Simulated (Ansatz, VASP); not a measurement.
ZrB2: VASP beside Ansatz

The input POSCAR:

```
ZrB2
1.0
    3.1909939893      0.0000000000      0.0000000000
   -1.5954969947      2.7634818581      0.0000000000
    0.0000000000      0.0000000000      3.5563980329
Zr B
1 2
Direct
    0.0000000000      0.0000000000      0.0000000000
    0.6666666667      0.3333333333      0.5000000000
    0.3333333333      0.6666666667      0.5000000000
```

File INCAR.step1:

```
ALGO = Normal ; EDIFF = 1E-4
ENCUT = 520 ; GGA = PE
ISMEAR = -1 ; LASPH = T
LCHARG = F ; LREAL = F
LWAVE = T ; NBANDS = 16
NELM = 100 ; PREC = Accurate
SIGMA = 0.05
```

The input INCAR.step2:

```
ALGO = Normal ; BPARAM = 11.95
CPARAM = 0.0093 ; EDIFF = 1E-6
ENCUT = 520 ; ISIF = 2
ISMEAR = -1 ; ISTART = 1
IVDW_NL = 2 ; LASPH = T
LCHARG = F ; LMIXTAU = T
LREAL = F ; LUSE_VDW = T
LWAVE = F ; METAGGA = R2SCAN
NBANDS = 16 ; NELM = 100
PREC = Accurate ; SIGMA = 0.05
```

Contents of KPOINTS:

```
k-points
0
Gamma
  10 10 8
```

File input.yaml:

```yaml
crystal:
  lattice:
    - [3.1909939893, 0.0, 0.0]
    - [-1.5954969947, 2.7634818581, 0.0]
    - [0.0, 0.0, 3.5563980329]
  atoms:
    - { symbol: Zr, position: [0.0, 0.0, 0.0] }
    - { symbol: B, position: [0.6666666667, 0.3333333333, 0.5] }
    - { symbol: B, position: [0.3333333333, 0.6666666667, 0.5] }
hamiltonian:
  xc: r2scan
  pseudopotentials: { kind: paw }
  dispersion: rvv10
kpoints:
  mp_grid: { grid: [10, 10, 8] }
scf:
  occupations: { method: fermi_dirac, width: 0.05 }
output:
  forces: true
  stress: true
  eigenvalues: true
```

Alike in both runs: task single point; functional r2SCAN; dispersion rVV10; k mesh 10 × 10 × 8; occupations fermi-dirac, width 0.05 eV; no spin polarisation.

|  | VASP | Ansatz |
| --- | --- | --- |
| version | VASP 6.6.1 | Ansatz 0.2.0 |
| potentials or method | VASP PAW PBE potentials, release 64 (Zr_sv, B) | Ansatz PAW |
| plane-wave cutoff (eV) | 520 | 500 |
| valence electrons in the cell | 18 | 18 |

VASP gave:

| Item | Value |
| --- | --- |
| gap on the k mesh at the Fermi level (eV) | none |
| pressure (GPa) | -4.6 |
| traceless stress, the component that is largest in VASP (GPa) | 1.75 |

**Question.** Which values does Ansatz return?

**Answer.** gap on the k mesh at the Fermi level (eV): none; pressure (GPa): -4.8; traceless stress, the component that is largest in VASP (GPa): 1.75.

VASP's potentials were made for PBE, not for r2SCAN. A gap of «none» marks a metal or a gap that the smearing closes.
